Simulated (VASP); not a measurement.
# NaH (F-43m) in VASP: further runs

Aim: see how the results for NaH move with the level of theory and the settings. Levels: r2SCAN, HSE06, PBE0. Tasks: single point.

Everything below comes from runs of VASP 6.6.1. Logs are shortened: lines on timing, memory, paths and dates and some standing lists are left out, and cuts for length are marked.

## 1. The cell of the first run

It takes space group F-43m (No. 216, cubic). Conventional cell: a = 5.194 Å, b = 5.194 Å, c = 5.194 Å, α = 90.00°, β = 90.00°, γ = 90.00°. Within 3.0 Å of Na (site symmetry -43m) lie 4 H at 2.25 Å. H (site symmetry -43m) has 4 Na at 2.25 Å within 3.0 Å.

## 2. Single point, r2SCAN

Contents of POSCAR:

```
NaH
1.0
    0.0000000000      2.5969210594      2.5969210594
    2.5969210594      0.0000000000      2.5969210594
    2.5969210594      2.5969210594      0.0000000000
Na H
1 1
Direct
    0.0000000000      0.0000000000      0.0000000000
    0.2500000000      0.2500000000      0.2500000000
```

Contents of INCAR.step1:

```
PREC = Accurate
ENCUT = 520
ISMEAR = 0
SIGMA = 0.01
LREAL = False
LASPH = True
NELM = 100
NBANDS = 11
GGA = PE
ALGO = Normal
EDIFF = 1E-4
LWAVE = True
LCHARG = False
```

Contents of INCAR.step2:

```
PREC = Accurate
ENCUT = 520
EDIFF = 1E-7
ISMEAR = 0
SIGMA = 0.01
LREAL = False
LASPH = True
NELM = 100
ALGO = Normal
ISIF = 2
LWAVE = False
LCHARG = True
METAGGA = R2SCAN
LMIXTAU = True
LELF = True
LVHAR = True
NBANDS = 11
ISTART = 1
```

Contents of KPOINTS:

```
regular mesh
0
Gamma
  6 6 6
```

Potentials or basis: VASP PAW PBE potentials, release 64 (Na_pv, H).

On the command line:

```bash
> cat potpaw_PBE.64/Na_pv/POTCAR potpaw_PBE.64/H/POTCAR > POTCAR
> cp INCAR.step1 INCAR
> mpirun -np 1 vasp_std > vasp.out
> cp INCAR.step2 INCAR
> mpirun -np 1 vasp_std > vasp.out
```

OUTCAR:

```text
PREC = Accurate
   ENCUT = 520
   EDIFF = 1E-7
   ISMEAR = 0
   LREAL = False
   LASPH = True
   NELM = 100
   ISIF = 2
   METAGGA = R2SCAN
   ISTART = 1

 ion  position               nearest neighbor table
   1  0.000  0.000  0.000-
   2  0.250  0.250  0.250-

  LATTYP: Found a face centered cubic cell.
 ALAT       =     5.1938421188

  Lattice vectors:

 A1 = (   0.0000000000,   2.5969210594,   2.5969210594)
 A2 = (   2.5969210594,   0.0000000000,   2.5969210594)
 A3 = (   2.5969210594,   2.5969210594,   0.0000000000)

Analysis of symmetry for initial positions (statically):
[... 5 lines left out ...]
 face centered cubic supercell.

 Subroutine GETGRP returns: Found 24 space group operations
 (whereof 24 operations were pure point group operations)
 out of a pool of 48 trial point group operations.

The static configuration has the point symmetry T_d .

Analysis of symmetry for dynamics (positions and initial velocities):
[... 5 lines left out ...]
 face centered cubic supercell.

 Subroutine GETGRP returns: Found 24 space group operations
 (whereof 24 operations were pure point group operations)
 out of a pool of 48 trial point group operations.

The dynamic configuration has the point symmetry T_d .

 Subroutine INISYM returns: Found 24 space group operations
 (whereof 24 operations are pure point group operations),
 and found     1 'primitive' translations

----------------------------------------------------------------------------------------

                                     Primitive cell

  volume of cell :      35.0273

  direct lattice vectors                    reciprocal lattice vectors
     0.000000000  2.596921059  2.596921059    -0.192535695  0.192535695  0.192535695
     2.596921059  0.000000000  2.596921059     0.192535695 -0.192535695  0.192535695
     2.596921059  2.596921059  0.000000000     0.192535695  0.192535695 -0.192535695

  length of vectors
     3.672600983  3.672600983  3.672600983     0.333481605  0.333481605  0.333481605

  position of ions in fractional coordinates (direct lattice)
     0.000000000  0.000000000  0.000000000
     0.250000000  0.250000000  0.250000000

  ion indices of the primitive-cell ions
   primitive index   ion index
                 1           1
                 2           2

----------------------------------------------------------------------------------------

 KPOINTS: regular mesh

Automatic generation of k-mesh.
 Grid dimensions read from file:
 generate k-points for:    6    6    6

 Generating k-lattice:

  Cartesian coordinates                     Fractional coordinates (reciprocal lattice)
    -0.032089282  0.032089282  0.032089282     0.166666667  0.000000000  0.000000000
     0.032089282 -0.032089282  0.032089282     0.000000000  0.166666667  0.000000000
     0.032089282  0.032089282 -0.032089282     0.000000000  0.000000000  0.166666667

  Length of vectors
     0.055580268  0.055580268  0.055580268

  Shift w.r.t. Gamma in fractional coordinates (k-lattice)
     0.000000000  0.000000000  0.000000000

 Subroutine IBZKPT returns following result:
 ===========================================

 Found     16 irreducible k-points:

 Following reciprocal coordinates:
            Coordinates               Weight
  0.000000  0.000000  0.000000      1.000000
  0.166667  0.000000  0.000000      8.000000
  0.333333  0.000000  0.000000      8.000000
  0.500000  0.000000  0.000000      4.000000
  0.166667  0.166667  0.000000      6.000000
  0.333333  0.166667  0.000000     24.000000
[... 8 lines left out ...]
 -0.333333  0.333333  0.166667     24.000000
 -0.333333  0.500000  0.166667     12.000000
   k-points           NKPTS =     16   k-points in BZ     NKDIM =     16   number of bands    NBANDS=     11
   number of dos      NEDOS =    301   number of ions     NIONS =      2
   total plane-waves  NPLWV =  21952
   dimension x,y,z NGX =    28 NGY =   28 NGZ =   28
   dimension x,y,z NGXF=    56 NGYF=   56 NGZF=   56
   ions per type =               1   1
   NGX,Y,Z   is equivalent  to a cutoff of  12.67, 12.67, 12.67 a.u.
   NGXF,Y,Z  is equivalent  to a cutoff of  25.35, 25.35, 25.35 a.u.
 SYSTEM =  unknown system
   PREC   = accura    normal or accurate (medium, high low for compatibility)
   ISTART =      1    job   : 0-new  1-cont  2-samecut
   ICHARG =      0    charge: 1-file 2-atom 10-const
   ISPIN  =      1    spin polarized calculation?
   LNONCOLLINEAR =      F non collinear calculations
   LSORBIT =      F    spin-orbit coupling
   LASPH  =      T    aspherical Exc in radial PAW
   ENCUT  =  520.0 eV  38.22 Ry    6.18 a.u.   6.83  6.83  6.83*2*pi/ulx,y,z
   NELM   =    100;   NELMIN=  2; NELMDL=  0     # of ELM steps
   EDIFF  = 0.1E-06   stopping-criterion for ELM
   LREAL  =      F    real-space projection
   EDIFFG = 0.1E-05   stopping-criterion for IOM
   NSW    =      0    number of steps for IOM
   IBRION =     -1    ionic relax: 0-MD 1-quasi-New 2-CG
[... 8 lines left out ...]
   EMIN   =  10.00;   EMAX   =-10.00  energy-range for DOS
   EFERMI =   0.00;   METHOD = LEGACY
   ISMEAR =     0;   SIGMA  =   0.01  broadening in eV -4-tet -1-fermi 0-gaus
   EFERMI_NEDOS =   21; number of points for ismear=-14 and -15
   IALGO  =     38    algorithm
   IMIX   =      4    mixing-type and parameters
     AMIX     =   0.40;   BMIX     =  1.00
     AMIX_MAG =   1.60;   BMIX_MAG =  1.00
  volume/ion in A,a.u.               =      17.51       118.19
  Fermi-wavevector in a.u.,A,eV,Ry     =   1.000697  1.891044 13.624808  1.001395
  Thomas-Fermi vector in A             =   2.133071
   LORBIT       =      0    0 simple, 1 ext, 2 COOP (PROOUT), +10 PAW based schemes
   METAGGA = R2SCAN    functional components
   LHFCALC =     F    Hartree Fock is set to
   AEXX    =    0.0000 exact exchange contribution
   IVDW    =     0    specifies the selected vdW correction
   LEPSILON=     F    determine dielectric tensor
   LRPA    =     F    only Hartree local field effects (RPA)
 non-spin polarized calculation
 Gauss-broadening in eV      SIGMA  =   0.01
  energy-cutoff  :      520.00
  volume of cell :       35.03
 maximum number of plane-waves:       960
   NGX = 13   NGY = 13   NGZ = 13

 number of electron       8.0000009 magnetization

 Free energy of the ion-electron system (eV)
  ---------------------------------------------------
  ext. energy  EPLUGINS =         0.00000000
  ---------------------------------------------------
  free energy    TOTEN  =        -7.45969373 eV

  energy without entropy =       -7.45969373  energy(sigma->0) =       -7.45969373

 E-fermi :  -2.1550     XC(G=0):  -7.2118

 val. band max:       -2.2298444043   @ k =  -0.3333   0.5000   0.1667
 cond. band min:       1.8401473553   @ k =   0.5000   0.0000   0.0000
 fundamental gap:      4.0699917596
 Fermi energy:        -2.1550379426

 k-point     1 :       0.0000    0.0000    0.0000
  band No.  band energies     occupation
      1     -24.9893      2.00000
      2     -24.9888      2.00000
      3     -24.9888      2.00000
      4      -5.0059      2.00000
      5       6.6359      0.00000
      6      11.6020      0.00000
      7      11.6020      0.00000
      8      11.6020      0.00000
      9      14.9076      0.00000
     10      14.9076      0.00000
     11      14.9081      0.00000

 k-point     2 :       0.1667    0.0000    0.0000
  band No.  band energies     occupation
      1     -25.0005      2.00000
      2     -24.9908      2.00000
      3     -24.9904      2.00000
      4      -4.6216      2.00000
      5       5.3926      0.00000
      6      10.7205      0.00000
      7      11.2965      0.00000
      8      11.2965      0.00000
      9      15.1572      0.00000
     10      15.1573      0.00000
     11      15.5200      0.00000

 k-point     3 :       0.3333    0.0000    0.0000
  band No.  band energies     occupation
      1     -25.0237      2.00000
      2     -24.9939      2.00000
      3     -24.9935      2.00000
      4      -3.6323      2.00000
      5       3.1003      0.00000
      6       9.6738      0.00000
      7      10.9838      0.00000
      8      10.9839      0.00000
      9      13.5653      0.00000
     10      13.5658      0.00000
     11      14.8294      0.00000

 k-point     4 :       0.5000    0.0000    0.0000
  band No.  band energies     occupation
      1     -25.0351      2.00000
      2     -24.9954      2.00000
      3     -24.9950      2.00000
      4      -2.9023      2.00000
      5       1.8401      0.00000
      6       9.3297      0.00000
      7      10.9300      0.00000
      8      10.9303      0.00000
      9      12.8938      0.00000
     10      12.8945      0.00000
     11      14.2389      0.00000

 k-point     5 :       0.1667    0.1667    0.0000
  band No.  band energies     occupation
      1     -25.0005      2.00000
      2     -24.9931      2.00000
      3     -24.9928      2.00000
      4      -4.4951      2.00000
      5       5.3563      0.00000
      6      10.1034      0.00000
      7      10.1035      0.00000
      8      11.8756      0.00000
      9      13.7484      0.00000
     10      14.1663      0.00000
     11      17.5271      0.00000

 k-point     6 :       0.3333    0.1667    0.0000
  band No.  band energies     occupation
      1     -25.0174      2.00000
      2     -24.9968      2.00000
      3     -24.9966      2.00000
      4      -3.7046      2.00000
      5       3.8754      0.00000
      6       8.4221      0.00000
      7       9.5233      0.00000
      8      10.6646      0.00000
      9      14.2319      0.00000
     10      14.7314      0.00000
     11      16.5136      0.00000

 k-point     7 :       0.5000    0.1667    0.0000
  band No.  band energies     occupation
      1     -25.0305      2.00000
      2     -25.0018      2.00000
      3     -24.9978      2.00000
      4      -2.7950      2.00000
      5       2.3766      0.00000
      6       7.1797      0.00000
      7       9.6690      0.00000
      8      10.2140      0.00000
      9      14.0389      0.00000
     10      15.0133      0.00000
     11      17.1899      0.00000

 k-point     8 :      -0.3333    0.1667    0.0000
  band No.  band energies     occupation
      1     -25.0268      2.00000
      2     -25.0033      2.00000
      3     -24.9953      2.00000
      4      -3.0442      2.00000
      5       2.7308      0.00000
      6       6.9755      0.00000
      7      10.5620      0.00000
      8      10.7444      0.00000
      9      13.7380      0.00000
     10      14.1250      0.00000
     11      17.9054      0.00000
[... 29 lines left out ...]
 k-point    11 :       0.5000    0.3333    0.0000
  band No.  band energies     occupation
      1     -25.0287      2.00000
      2     -25.0078      2.00000
      3     -25.0028      2.00000
      4      -2.4948      2.00000
      5       3.3862      0.00000
      6       5.4721      0.00000
      7       8.5393      0.00000
      8       8.5804      0.00000
      9      13.2953      0.00000
     10      17.5093      0.00000
     11      18.6525      0.00000

 k-point    12 :      -0.3333    0.3333    0.0000
  band No.  band energies     occupation
      1     -25.0226      2.00000
      2     -25.0171      2.00000
      3     -24.9998      2.00000
      4      -2.4103      2.00000
      5       3.1748      0.00000
      6       4.7676      0.00000
      7       9.1947      0.00000
      8       9.2497      0.00000
      9      15.8157      0.00000
     10      16.8740      0.00000
     11      16.8770      0.00000

 k-point    13 :       0.5000    0.5000    0.0000
  band No.  band energies     occupation
      1     -25.0337      2.00000
      2     -25.0052      2.00000
      3     -25.0049      2.00000
      4      -2.2869      2.00000
      5       3.3404      0.00000
      6       5.6891      0.00000
      7       8.1550      0.00000
      8       8.1552      0.00000
      9      11.2490      0.00000
     10      19.7303      0.00000
     11      22.0190      0.00000

 k-point    14 :       0.5000    0.3333    0.1667
  band No.  band energies     occupation
      1     -25.0240      2.00000
      2     -25.0072      2.00000
      3     -24.9988      2.00000
      4      -2.9167      2.00000
      5       3.3090      0.00000
      6       6.3878      0.00000
      7       7.9093      0.00000
      8      11.4556      0.00000
      9      14.0848      0.00000
     10      14.7250      0.00000
     11      17.7750      0.00000

 k-point    15 :      -0.3333    0.3333    0.1667
  band No.  band energies     occupation
      1     -25.0253      2.00000
      2     -25.0129      2.00000
      3     -25.0014      2.00000
      4      -2.4086      2.00000
      5       3.0065      0.00000
      6       5.4687      0.00000
      7       7.1128      0.00000
      8      12.3493      0.00000
      9      13.0891      0.00000
     10      16.9710      0.00000
     11      17.6185      0.00000

 k-point    16 :      -0.3333    0.5000    0.1667
  band No.  band energies     occupation
      1     -25.0270      2.00000
      2     -25.0118      2.00000
      3     -25.0053      2.00000
      4      -2.2298      2.00000
      5       3.8471      0.00000
      6       4.5683      0.00000
      7       6.3878      0.00000
      8      10.8839      0.00000
      9      14.1381      0.00000
     10      15.8194      0.00000
     11      18.9330      0.00000

------------------------ aborting loop because EDIFF is reached ----------------------------------------

  FORCE on cell =-STRESS in cart. coord.  units (eV):
  Direction    XX          YY          ZZ          XY          YZ          ZX
  --------------------------------------------------------------------------------------
  -------------------------------------------------------------------------------------
  Total       -0.0326512     -0.0326512     -0.0326512      0.0000000     -0.0000000      0.0000000
  in kB       -1.4934936     -1.4934936     -1.4934936      0.0000000     -0.0000000      0.0000000
  external PRESSURE =      -1.4934936 kB  Pullay stress =       0.0000000 kB

 VOLUME and BASIS-vectors are now :
 -----------------------------------------------------------------------------
  energy-cutoff  :      520.00
  volume of cell :       35.03
      direct lattice vectors                 reciprocal lattice vectors
     0.000000000  2.596921059  2.596921059    -0.192535695  0.192535695  0.192535695
     2.596921059  0.000000000  2.596921059     0.192535695 -0.192535695  0.192535695
     2.596921059  2.596921059  0.000000000     0.192535695  0.192535695 -0.192535695

 POSITION                                       TOTAL-FORCE (eV/Angst)
 -----------------------------------------------------------------------------------
      0.00000      0.00000      0.00000        -0.000000     -0.000000     -0.000000
      1.29846      1.29846      1.29846         0.000000      0.000000      0.000000
 -----------------------------------------------------------------------------------
    total drift:                               -0.000000     -0.000000     -0.000000

  FREE ENERGIE OF THE ION-ELECTRON SYSTEM (eV)
  ---------------------------------------------------
  free  energy   TOTEN  =        -7.4596937324 eV

  energy  without entropy=       -7.4596937324  energy(sigma->0) =       -7.45969373
```

Run time: 19 s. Hardware: 1 thread of Intel Xeon Platinum 8488C (Sapphire Rapids), shared host; peak memory 0.15 GiB.

Results:

* Free energy: -7.4597 eV
* Pressure: -0.1 GPa
* Band gap on the k mesh: 4.07 eV, indirect (least direct gap 4.74 eV)

Levels at points of the mesh, in eV from the valence-band top:
```csv
k point,band 1,band 2,band 3,band 4,band 5,band 6,band 7,band 8
"(0.00, 0.00, 0.00)",-22.76,-22.76,-22.76,-2.78,8.87,13.83,13.83,13.83
"(0.50, 0.00, 0.00)",-22.81,-22.77,-22.77,-0.67,4.07,11.56,13.16,13.16
"(0.50, 0.50, 0.00)",-22.80,-22.78,-22.78,-0.06,5.57,7.92,10.38,10.39
```

Caveat: the PAW data sets were made with another functional, which shifts forces and pressure a little.

(Continued in part 2 of 2.)
